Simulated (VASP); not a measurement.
# H17ClO8 in VASP: further runs

H17ClO8 is run at these levels: r2SCAN; tasks: single point.

Everything below comes from runs of VASP 6.6.1. Logs are shortened: lines on timing, memory, paths and dates and some standing lists are left out, and cuts for length are marked.

## 1. The cell of the first run

The cell holds an amorphous packing of atoms, 26 atoms: a = 6.398 Å, b = 6.398 Å, c = 6.398 Å, α = 90.00°, β = 90.00°, γ = 90.00°.

## 2. Single point, r2SCAN

File POSCAR:

```
H17ClO8
1.0
    6.3980140000      0.0000000000      0.0000000000
    0.0000000000      6.3980140000      0.0000000000
    0.0000000000      0.0000000000      6.3980140000
O H Cl
8 17 1
Direct
    0.9364155815      0.2580331959      0.3976390174
    0.3612839859      0.3396053838      0.1327443172
    0.3512652520      0.7533587766      0.0353859807
    0.0716784927      1.0548429560      0.9908387196
    0.6426681780      0.0011878686      0.8044214970
    0.1203498461      0.5190673231      0.6150033432
    0.2089554665      0.8554842174      0.4165511360
    0.5224277409      0.3261011933      0.5167853650
    0.7835087576      0.2647852912      0.4334313742
    0.9429644887      0.3292115335      0.2608309391
    0.4712868712      0.2976548660      0.0347764166
    0.2507809455      0.2545477393      0.0803061700
    0.4781640053      0.7812267994     -0.0492652876
    0.3681298603      0.6045157138      0.0778991731
   -0.0193810142      1.0810229549      0.8749277510
    0.1412782154      0.9283505788      0.9758965829
    0.7103454291      0.1275083174      0.8339150243
    0.5664413988      0.0296341959      0.6750532275
    0.1346824186      0.6650501234      0.5490766353
    0.0364019210      0.4201772613      0.5092517772
    0.1307749561      0.9898696689      0.4128937511
    0.2895117141      0.8487477520      0.2836036308
    0.5288672391      0.4177858942      0.6410583034
    0.4560633972      0.4078296796      0.4089237692
    1.0228173930      0.5195362186      0.7394013205
    0.8052811388      0.4544535226      0.9274284176
```

File INCAR.step1:

```
SYSTEM = H17ClO8
PREC     = Accurate       ! precision mode
ENCUT    = 520            ! plane-wave cutoff, eV
ISMEAR   = -1             ! smearing method
SIGMA    = 0.02           ! smearing width, eV
LREAL    = Auto         
LASPH    = .TRUE.         ! aspherical terms in the spheres
NELM     = 80             ! most SCF steps
NBANDS   = 55             ! bands
GGA      = PE             ! functional
ALGO     = Normal         ! electronic algorithm
EDIFF    = 1E-4           ! SCF threshold, eV
LWAVE    = .TRUE.         ! write WAVECAR
LCHARG   = .FALSE.        ! write CHGCAR
```

File INCAR.step2:

```
SYSTEM = H17ClO8
PREC     = Accurate       ! precision mode
ENCUT    = 520            ! plane-wave cutoff, eV
EDIFF    = 1E-7           ! SCF threshold, eV
ISMEAR   = -1             ! smearing method
SIGMA    = 0.02           ! smearing width, eV
LREAL    = Auto         
LASPH    = .TRUE.         ! aspherical terms in the spheres
NELM     = 80             ! most SCF steps
ALGO     = Normal         ! electronic algorithm
ISIF     = 2              ! what is computed and relaxed
LWAVE    = .FALSE.        ! write WAVECAR
LCHARG   = .FALSE.        ! write CHGCAR
METAGGA  = R2SCAN         ! meta-GGA
LMIXTAU  = .TRUE.       
NBANDS   = 55             ! bands
ISTART   = 1
```

File KPOINTS:

```
Automatic mesh
0
G
  1 1 1
  0 0 0
```

Potentials or basis: VASP PAW PBE potentials, release 64 (O, H, Cl).

Command:

```bash
cat potpaw_PBE.64/O/POTCAR potpaw_PBE.64/H/POTCAR potpaw_PBE.64/Cl/POTCAR > POTCAR
cp INCAR.step1 INCAR
mpirun -np 1 vasp_gam > vasp.out
cp INCAR.step2 INCAR
mpirun -np 1 vasp_gam > vasp.out
```

OUTCAR:

```text
SYSTEM = H17ClO8
   PREC = Accurate
   ENCUT = 520
   EDIFF = 1E-7
   ISMEAR = -1
   LREAL = Auto
   LASPH = .TRUE.
   NELM = 80
   ISIF = 2
   METAGGA = R2SCAN
   ISTART = 1

 ion  position               nearest neighbor table
   1  0.936  0.258  0.398-  10 0.99   9 1.01  20 1.41
   2  0.361  0.340  0.133-  12 0.95  11 0.98
   3  0.351  0.753  0.035-  13 0.99  14 1.00
   4  0.072  0.055  0.991-  16 0.93  15 0.96
   5  0.643  0.001  0.804-  17 0.94  18 0.98
   6  0.120  0.519  0.615-  25 1.01  19 1.03  20 1.07
   7  0.209  0.855  0.417-  21 0.99  22 1.00
   8  0.522  0.326  0.517-  24 0.96  23 0.99
   9  0.784  0.265  0.433-   1 1.01
  10  0.943  0.329  0.261-   1 0.99
  11  0.471  0.298  0.035-   2 0.98
  12  0.251  0.255  0.080-   2 0.95
  13  0.478  0.781  0.951-   3 0.99
  14  0.368  0.605  0.078-   3 1.00
  15  0.981  0.081  0.875-   4 0.96
  16  0.141  0.928  0.976-   4 0.93
  17  0.710  0.128  0.834-   5 0.94
  18  0.566  0.030  0.675-   5 0.98
  19  0.135  0.665  0.549-   6 1.03
  20  0.036  0.420  0.509-   6 1.07   1 1.41
  21  0.131  0.990  0.413-   7 0.99
  22  0.290  0.849  0.284-   7 1.00
  23  0.529  0.418  0.641-   8 0.99
  24  0.456  0.408  0.409-   8 0.96
  25  0.023  0.520  0.739-   6 1.01
  26  0.805  0.454  0.927-

  LATTYP: Found a simple cubic cell.
 ALAT       =     6.3980140000

  Lattice vectors:

 A1 = (   6.3980140000,   0.0000000000,   0.0000000000)
 A2 = (   0.0000000000,   6.3980140000,   0.0000000000)
 A3 = (   0.0000000000,   0.0000000000,   6.3980140000)

Analysis of symmetry for initial positions (statically):
=====================================================================
 Subroutine PRICEL returns:
 Original cell was already a primitive cell.

 Routine SETGRP: Setting up the symmetry group for a
 simple cubic supercell.

 Subroutine GETGRP returns: Found  1 space group operations
 (whereof  1 operations were pure point group operations)
 out of a pool of 48 trial point group operations.

The static configuration has the point symmetry C_1 .

Analysis of symmetry for dynamics (positions and initial velocities):
=====================================================================
 Subroutine PRICEL returns:
 Original cell was already a primitive cell.

 Routine SETGRP: Setting up the symmetry group for a
 simple cubic supercell.

 Subroutine GETGRP returns: Found  1 space group operations
 (whereof  1 operations were pure point group operations)
 out of a pool of 48 trial point group operations.

The dynamic configuration has the point symmetry C_1 .

 Subroutine INISYM returns: Found  1 space group operations
 (whereof  1 operations are pure point group operations),
 and found     1 'primitive' translations

----------------------------------------------------------------------------------------

                                     Primitive cell

  volume of cell :     261.9000

  direct lattice vectors                    reciprocal lattice vectors
     6.398014000  0.000000000  0.000000000     0.156298501  0.000000000  0.000000000
     0.000000000  6.398014000  0.000000000     0.000000000  0.156298501  0.000000000
     0.000000000  0.000000000  6.398014000     0.000000000  0.000000000  0.156298501

  length of vectors
     6.398014000  6.398014000  6.398014000     0.156298501  0.156298501  0.156298501

  position of ions in fractional coordinates (direct lattice)
     0.936415582  0.258033196  0.397639017
     0.361283986  0.339605384  0.132744317
     0.351265252  0.753358777  0.035385981
     0.071678493  0.054842956  0.990838720
     0.642668178  0.001187869  0.804421497
     0.120349846  0.519067323  0.615003343
[... 18 lines left out ...]
     0.022817393  0.519536219  0.739401321
     0.805281139  0.454453523  0.927428418

  ion indices of the primitive-cell ions
   primitive index   ion index
                 1           1
                 2           2
                 3           3
                 4           4
                 5           5
                 6           6
[... 18 lines left out ...]
                25          25
                26          26

----------------------------------------------------------------------------------------

 KPOINTS: Automatic mesh

Automatic generation of k-mesh.
 Grid dimensions read from file:
 generate k-points for:    1    1    1

 Generating k-lattice:

  Cartesian coordinates                     Fractional coordinates (reciprocal lattice)
     0.156298501  0.000000000  0.000000000     1.000000000  0.000000000  0.000000000
     0.000000000  0.156298501  0.000000000     0.000000000  1.000000000  0.000000000
     0.000000000  0.000000000  0.156298501     0.000000000  0.000000000  1.000000000

  Length of vectors
     0.156298501  0.156298501  0.156298501

  Shift w.r.t. Gamma in fractional coordinates (k-lattice)
     0.000000000  0.000000000  0.000000000

 Subroutine IBZKPT returns following result:
 ===========================================

 Found      1 irreducible k-points:

 Following reciprocal coordinates:
            Coordinates               Weight
  0.000000  0.000000  0.000000      1.000000
   k-points           NKPTS =      1   k-points in BZ     NKDIM =      1   number of bands    NBANDS=     55
   number of dos      NEDOS =    301   number of ions     NIONS =     26
   total plane-waves  NPLWV = 110592
   dimension x,y,z NGX =    48 NGY =   48 NGZ =   48
   dimension x,y,z NGXF=    96 NGYF=   96 NGZF=   96
   ions per type =               8  17   1
   NGX,Y,Z   is equivalent  to a cutoff of  12.47, 12.47, 12.47 a.u.
   NGXF,Y,Z  is equivalent  to a cutoff of  24.94, 24.94, 24.94 a.u.
 SYSTEM =  H17ClO8
   PREC   = accura    normal or accurate (medium, high low for compatibility)
   ISTART =      1    job   : 0-new  1-cont  2-samecut
   ICHARG =      0    charge: 1-file 2-atom 10-const
   ISPIN  =      1    spin polarized calculation?
   LNONCOLLINEAR =      F non collinear calculations
   LSORBIT =      F    spin-orbit coupling
   LASPH  =      T    aspherical Exc in radial PAW
   ENCUT  =  520.0 eV  38.22 Ry    6.18 a.u.  11.90 11.90 11.90*2*pi/ulx,y,z
   NELM   =     80;   NELMIN=  2; NELMDL=  0     # of ELM steps
   EDIFF  = 0.1E-06   stopping-criterion for ELM
   LREAL  =      T    real-space projection
   EDIFFG = 0.1E-05   stopping-criterion for IOM
   NSW    =      0    number of steps for IOM
   IBRION =     -1    ionic relax: 0-MD 1-quasi-New 2-CG
   NFREE  =      0    steps in history (QN), initial steepest desc. (CG)
   ISIF   =      2    stress and relaxation
   ISYM   =      2    0-nonsym 1-usesym 2-fastsym
   POTIM  = 0.5000    time-step for ionic-motion
   TEBEG  =    0.0;   TEEND  =   0.0 temperature during run
   PSTRESS=    0.0 pullay stress
   NELECT =      72.0000    total number of electrons
   NUPDOWN=      -1.0000    fix difference up-down
   EMIN   =  10.00;   EMAX   =-10.00  energy-range for DOS
   EFERMI =   0.00;   METHOD = LEGACY
   ISMEAR =    -1;   SIGMA  =   0.02  broadening in eV -4-tet -1-fermi 0-gaus
   EFERMI_NEDOS =   21; number of points for ismear=-14 and -15
   IALGO  =     38    algorithm
   IMIX   =      4    mixing-type and parameters
     AMIX     =   0.40;   BMIX     =  1.00
     AMIX_MAG =   1.60;   BMIX_MAG =  1.00
  volume/ion in A,a.u.               =      10.07        67.98
  Fermi-wavevector in a.u.,A,eV,Ry     =   1.064487  2.011589 15.417213  1.133133
  Thomas-Fermi vector in A             =   2.200007
   LORBIT       =      0    0 simple, 1 ext, 2 COOP (PROOUT), +10 PAW based schemes
   METAGGA = R2SCAN    functional components
   LHFCALC =     F    Hartree Fock is set to
   AEXX    =    0.0000 exact exchange contribution
   IVDW    =     0    specifies the selected vdW correction
   LEPSILON=     F    determine dielectric tensor
   LRPA    =     F    only Hartree local field effects (RPA)
 non-spin polarized calculation
  energy-cutoff  :      520.00
  volume of cell :      261.90
 maximum number of plane-waves:      3538
 NGX is ok and might be reduce to    48
   NGX = 23   NGY = 23   NGZ = 23

 number of electron      71.9999992 magnetization

 Free energy of the ion-electron system (eV)
  ---------------------------------------------------
  ext. energy  EPLUGINS =         0.00000000
  ---------------------------------------------------
  free energy    TOTEN  =      -137.08601712 eV

  energy without entropy =     -137.08601712  energy(sigma->0) =     -137.08601712

 E-fermi :  -2.8923     XC(G=0):  -7.4006

 val. band max:       -3.3874991071   @ k =   0.0000   0.0000   0.0000
 cond. band min:       1.8454755450   @ k =   0.0000   0.0000   0.0000
 fundamental gap:      5.2329746522
 Fermi energy:        -2.8923109266

 k-point     1 :       0.0000    0.0000    0.0000
  band No.  band energies     occupation
      1     -25.0597      2.00000
      2     -23.8985      2.00000
      3     -23.6714      2.00000
      4     -23.2943      2.00000
      5     -23.2569      2.00000
      6     -23.0569      2.00000
[... 40 lines left out ...]
     47       7.5741      0.00000
     48       7.7870      0.00000
 [bands above 48 left out]

------------------------ aborting loop because EDIFF is reached ----------------------------------------

  FORCE on cell =-STRESS in cart. coord.  units (eV):
  Direction    XX          YY          ZZ          XY          YZ          ZX
  --------------------------------------------------------------------------------------
  -------------------------------------------------------------------------------------
  Total        0.8963346      1.5259332     -0.5093449      0.1631165      0.8723978      1.3078584
  in kB        5.4833401      9.3349186     -3.1159252      0.9978675      5.3369064      8.0008428
  external PRESSURE =       3.9007779 kB  Pullay stress =       0.0000000 kB

 VOLUME and BASIS-vectors are now :
 -----------------------------------------------------------------------------
  energy-cutoff  :      520.00
  volume of cell :      261.90
      direct lattice vectors                 reciprocal lattice vectors
     6.398014000  0.000000000  0.000000000     0.156298501  0.000000000  0.000000000
     0.000000000  6.398014000  0.000000000     0.000000000  0.156298501  0.000000000
     0.000000000  0.000000000  6.398014000     0.000000000  0.000000000  0.156298501

 POSITION                                       TOTAL-FORCE (eV/Angst)
 -----------------------------------------------------------------------------------
      5.99120      1.65090      2.54410        -0.589686      0.717653     -0.482212
      2.31150      2.17280      0.84930         1.243453      0.385775     -0.390002
      2.24740      4.82000      0.22640         1.246553     -0.745044     -0.321181
      0.45860      0.35089      6.33940        -0.793582      2.439846      0.640370
      4.11180      0.00760      5.14670        -1.264942     -1.726902     -1.114539
      0.77000      3.32100      3.93480        -0.281304      0.566256     -0.503018
[... 18 lines left out ...]
      0.14599      3.32400      4.73070        -0.052462      0.075941      0.255690
      5.15220      2.90760      5.93370        -0.158972      0.110680      0.202068
 -----------------------------------------------------------------------------------
    total drift:                               -0.007147     -0.011918      0.001696

  FREE ENERGIE OF THE ION-ELECTRON SYSTEM (eV)
  ---------------------------------------------------
  free  energy   TOTEN  =      -137.0860171201 eV

  energy  without entropy=     -137.0860171201  energy(sigma->0) =     -137.08601712
```

It took 59 s on 1 thread of Intel Xeon 6975P-C (Granite Rapids), shared host; peak memory 0.33 GiB.

What came out:

- Free energy: -137.0860 eV
- Pressure: 0.4 GPa
- Largest force: 2.644 eV/Å
- Band gap on the k mesh: 5.23 eV

Forces in eV/Å, atoms in the order of the input:
```
O   -0.590  0.718 -0.482
O    1.243  0.386 -0.390
O    1.247 -0.745 -0.321
O   -0.794  2.440  0.640
O   -1.265 -1.727 -1.115
O   -0.281  0.566 -0.503
O   -0.280  1.148 -0.044
O    0.666  0.613  1.142
H    0.426  0.040  0.013
H   -0.230 -0.711 -0.016
H    0.187  0.367  0.602
H   -1.555 -0.849 -0.277
H   -0.642  0.350  0.608
H   -0.481  0.435 -0.337
H    0.085 -0.186 -0.116
H    1.128 -2.241 -0.384
H    0.609  1.822  0.556
H    0.167 -0.025  0.387
H    0.268 -0.193 -0.056
H    0.354 -0.269  0.449
H    0.435 -0.994 -0.056
H   -0.423 -0.183  0.310
H    0.146 -0.608 -0.687
H   -0.210 -0.339 -0.381
H   -0.052  0.076  0.256
Cl  -0.159  0.111  0.202
```

Caveat: the k points lie up to 0.98 Å⁻¹ apart; the PAW data sets were made with another functional, which shifts forces and pressure a little.

## 3. Single point, r2SCAN

File POSCAR:

```
H17ClO8
1.0
    6.3980140000      0.0000000000      0.0000000000
    0.0000000000      6.3980140000      0.0000000000
    0.0000000000      0.0000000000      6.3980140000
O H Cl
8 17 1
Direct
    0.9282880594      0.2638318703      0.3793677225
    0.3758353764      0.3443568582      0.1406061318
    0.3452633895      0.7584384779      0.0293841183
    0.0974677455      1.0771936417      1.0003416685
    0.6392296109     -0.0187089306      0.7899013663
    0.1223348370      0.5341032389      0.6195672595
    0.1765235275      0.8726301630      0.4259915655
    0.5567040022      0.2945757855      0.5146284456
    0.7839463934      0.2940443706      0.4291644251
    0.9146588301      0.2574705213      0.2263827494
    0.5220995140      0.3378392107      0.0890588861
    0.2916686334      0.2458575427      0.0573146605
    0.4600958985      0.8362751316     -0.0446857415
    0.3621748874      0.6067038928      0.0047671043
   -0.0073460296      1.0799601251      0.8937304607
    0.1484679465      0.9391351754      0.9924642241
    0.6475759509      0.0942167366      0.8836023178
    0.5698643360      0.0573771799      0.6748812991
    0.1227881027      0.6790075795      0.5508428084
    0.0446544818      0.4317589802      0.5124715263
    0.0536103860      0.9608294074      0.4023279724
    0.2212405287      0.8101732819      0.2854010635
    0.5077982011      0.4265542401      0.5655661272
    0.4729280055      0.2842131949      0.3837128209
    1.0241771900      0.5229747856      0.7516551230
    0.8019207210      0.4518433376      0.9364937307
```

File INCAR.step1:

```
SYSTEM = H17ClO8
PREC = Accurate ; ENCUT = 520
ISMEAR = -1 ; SIGMA = 0.02
LREAL = Auto ; LASPH = .TRUE.
NELM = 80 ; NBANDS = 55
GGA = PE ; ALGO = Normal
EDIFF = 1E-4 ; LWAVE = .TRUE.
LCHARG = .FALSE.
```

File INCAR.step2:

```
SYSTEM = H17ClO8
PREC = Accurate ; ENCUT = 520
EDIFF = 1E-7 ; ISMEAR = -1
SIGMA = 0.02 ; LREAL = Auto
LASPH = .TRUE. ; NELM = 80
ALGO = Normal ; ISIF = 2
LWAVE = .FALSE. ; LCHARG = .TRUE.
METAGGA = R2SCAN ; LMIXTAU = .TRUE.
LELF = .TRUE. ; LVHAR = .TRUE.
NBANDS = 55 ; ISTART = 1
```

KPOINTS is that of step 2.

Potentials or basis: VASP PAW PBE potentials, release 64 (O, H, Cl).

Command:

```bash
cat potpaw_PBE.64/O/POTCAR potpaw_PBE.64/H/POTCAR potpaw_PBE.64/Cl/POTCAR > POTCAR
cp INCAR.step1 INCAR
mpirun -np 1 vasp_gam > vasp.out
cp INCAR.step2 INCAR
mpirun -np 1 vasp_gam > vasp.out
```

Run time: 69 s. Hardware: 1 thread of Intel Xeon 6975P-C (Granite Rapids), shared host; peak memory 0.33 GiB.

The run converged. Its results:

```
Free energy            : -137.1658 eV
Pressure               : -0.2 GPa
Largest force          : 2.053 eV/Å
Band gap on the k mesh : 5.04 eV
```

Forces on the atoms (eV/Å):
```
O    0.151  0.011 -0.073
O    1.003 -0.192 -0.201
O    0.535 -0.183 -0.470
O   -0.674  1.247  0.023
O   -0.794 -0.819 -1.056
O   -1.411 -1.319  0.114
O   -0.015 -1.037 -1.210
O   -0.781 -0.100 -0.773
H    0.037 -0.271  0.199
H    0.554  0.358  0.375
H   -0.718  0.301 -0.049
H   -0.263 -0.094  0.229
H   -0.587 -0.797  0.176
H    0.030  0.849  0.424
H   -0.481  0.494 -0.415
H    1.039 -1.768  0.110
H    0.564  1.272  1.201
H    0.297 -0.398  0.060
H    0.275  0.554 -0.066
H    0.658  0.235  0.227
H    0.442  0.118 -0.147
H   -0.297  0.991  1.264
H    0.045  0.423  0.687
H   -0.036 -0.194  0.136
H    0.395  0.153 -0.695
Cl   0.032  0.165 -0.070
```

Stress tensor (GPa, compression positive):
```
-0.52 -1.52  0.80
-1.52  1.16 -0.27
 0.80 -0.27 -1.16
```

Levels at points of the mesh, in eV from the valence-band top:
| k point | band 34 | band 35 | band 36 | band 37 | band 38 | band 39 |
| --- | --- | --- | --- | --- | --- | --- |
| (0.00, 0.00, 0.00) | -0.49 | -0.02 | 0.00 | 5.04 | 8.21 | 8.35 |

Caveat: the k points lie up to 0.98 Å⁻¹ apart; the PAW data sets were made with another functional, which shifts forces and pressure a little.
